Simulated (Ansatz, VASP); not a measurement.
**One calculation of HfWS4, two programs**

INCAR

```
SYSTEM = HfWS4
ALGO = Normal
EDIFF = 1E-7
ENCUT = 520
GGA = PE
ISIF = 2
ISMEAR = 0
ISPIN = 2
LASPH = .TRUE.
LCHARG = .FALSE.
LMAXMIX = 4
LORBIT = 11
LREAL = .FALSE.
LWAVE = .FALSE.
MAGMOM = 0 0 0 0 0 0
NBANDS = 37
NELM = 150
PREC = Accurate
SIGMA = 0.1
```

KPOINTS

```
k-points
0
G
  4 4 4
  0 0 0
```

The input POSCAR:

```
HfWS4
1.0
    5.4310295800      0.0000000000      0.0000000000
    0.0000000000      5.4310295800      0.0000000000
    0.0000000000      0.0000000000      5.4310295800
Hf W S
1 1 4
Direct
    0.0000000000      0.0000000000      0.0000000000
    0.5000000000      0.5000000000      0.5000000000
    0.7306612600      0.7306612600      0.7306612600
    0.2693387400      0.2693387400      0.7306612600
    0.2693387400      0.7306612600      0.2693387400
    0.7306612600      0.2693387400      0.2693387400
```

Input for Ansatz:

```yaml
crystal:
  lattice:
    - [5.43102958, 0.0, 0.0]
    - [0.0, 5.43102958, 0.0]
    - [0.0, 0.0, 5.43102958]
  atoms:
    - { symbol: Hf, position: [0.0, 0.0, 0.0] }
    - { symbol: W, position: [0.5, 0.5, 0.5] }
    - { symbol: S, position: [0.73066126, 0.73066126, 0.73066126] }
    - { symbol: S, position: [0.26933874, 0.26933874, 0.73066126] }
    - { symbol: S, position: [0.26933874, 0.73066126, 0.26933874] }
    - { symbol: S, position: [0.73066126, 0.26933874, 0.26933874] }
basis:
  ecutwfc: 420
kpoints:
  mp_grid: { grid: [4, 4, 4] }
hamiltonian:
  xc: pbe
scf:
  occupations: { method: gaussian, width: 0.1 }
  lower_state_search: "off"
output:
  forces: true
  stress: true
  eigenvalues: true
  populations: true
magnetization:
  spin_polarized: true
```

Alike in both runs: task single point; functional PBE; k mesh 4 × 4 × 4; occupations gaussian, width 0.1 eV; collinear spin.

|  | VASP | Ansatz |
| --- | --- | --- |
| version | VASP 6.6.1 | Ansatz 0.2.0 |
| potentials or method | VASP PAW PBE potentials, release 64 (Hf_pv, W_sv, S), cutoff 520 eV | scalar-relativistic, plane waves, PAW |
| valence electrons in the cell | 48 | 64 |

VASP gave:

| Property | Result |
| --- | --- |
| gap on the k mesh at the Fermi level (eV) | none |
| pressure (GPa) | -0.9 |
| rms of the force components (eV/Å) | 1.252 |
| net moment per atom (μB) | 0.00 |

Problem. Which values does Ansatz return?

Solution. gap on the k mesh at the Fermi level (eV): none; pressure (GPa): -0.7; rms of the force components (eV/Å): 1.236; net moment per atom (μB): 0.00.

Atom by atom the forces differ by 0.016 eV/Å (rms over components). A gap of «none» marks a metal or a gap that the smearing closes. With one functional, cell and mesh, what is left measures potentials, basis and numerics. VASP's potentials hold 48 valence electrons a cell and Ansatz's 64, so a difference there can come from the potentials and not from the codes. Ansatz's warnings: no starting moments.

Spin-orbit coupling is off throughout.
